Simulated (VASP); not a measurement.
## Zn3SnN2: single point with PBE

Zn3SnN2:

```xyz
6
Lattice="-2.3282 2.5243 4.2989 2.3282 -2.5243 4.2989 2.3282 2.5243 -4.2989" Properties=species:S:1:pos:R:3 pbc="T T T"
Zn    0.0000    0.0000    4.2989
Zn    0.0000    0.0000    1.9293
Zn    0.0000    0.0000    6.6685
Sn    2.3282    0.0000    0.0000
N     0.0000    2.5243    0.0000
N     0.0000    0.0000    0.0000
```

* Program: VASP 6.6.1
* Task: single point
* Functional: PBE
* Potentials or basis: VASP PAW PBE potentials, release 64 (Zn, Sn_d, N)
* Cutoff: 520 eV
* k mesh: 6 × 6 × 6
* Occupations: gaussian, width 0.1 eV
* Spin: no spin polarisation
* Dipole correction: no
* Further INCAR settings: ALGO = Normal; EDIFF = 1e-06; NBANDS = 39

| Quantity | Value |
| --- | --- |
| Pressure | 0.3 GPa |
| Largest force | 0.060 eV/Å |
| Band gap on the k mesh | zero (band 30 reaches 3.56 eV, above the bottom of band 31 at 2.86 eV) |

Forces on the atoms (eV/Å):
```
Zn   0.000  0.000  0.000
Zn   0.000  0.000  0.060
Zn   0.000  0.000 -0.060
Sn   0.000  0.000  0.000
N    0.000  0.000  0.000
N    0.000  0.000  0.000
```

Stress tensor (GPa, compression positive):
```
0.12 0.00 0.00
0.00 0.15 0.00
0.00 0.00 0.73
```

Levels at points of the mesh, in eV from the Fermi level:
| k point | band 27 | band 28 | band 29 | band 30 | band 31 | band 32 | band 33 | band 34 |
| --- | --- | --- | --- | --- | --- | --- | --- | --- |
| (0.00, 0.00, 0.00) | -2.03 | -1.70 | -1.15 | -0.15 | -0.06 | 1.39 | 1.52 | 1.63 |
| (0.50, 0.00, 0.00) | -3.14 | -2.42 | -1.39 | -0.73 | 0.13 | 0.56 | 3.69 | 4.13 |
| (0.00, 0.50, 0.00) | -3.25 | -1.58 | -0.77 | 0.16 | 1.33 | 1.57 | 1.93 | 2.76 |
| (0.50, 0.50, 0.00) | -1.62 | -1.21 | -0.83 | -0.09 | -0.05 | 0.19 | 1.89 | 2.36 |
| (0.50, 0.50, 0.50) | -1.88 | -1.84 | -0.95 | -0.12 | 0.12 | 1.54 | 3.34 | 4.34 |

Run time: 120 s on 1 thread of Intel(R) Xeon(R) 6975P-C (Granite Rapids), on a shared host, peak memory 0.35 GiB.

Caveat: spin-orbit coupling is left out, which moves the levels of the heavy elements.
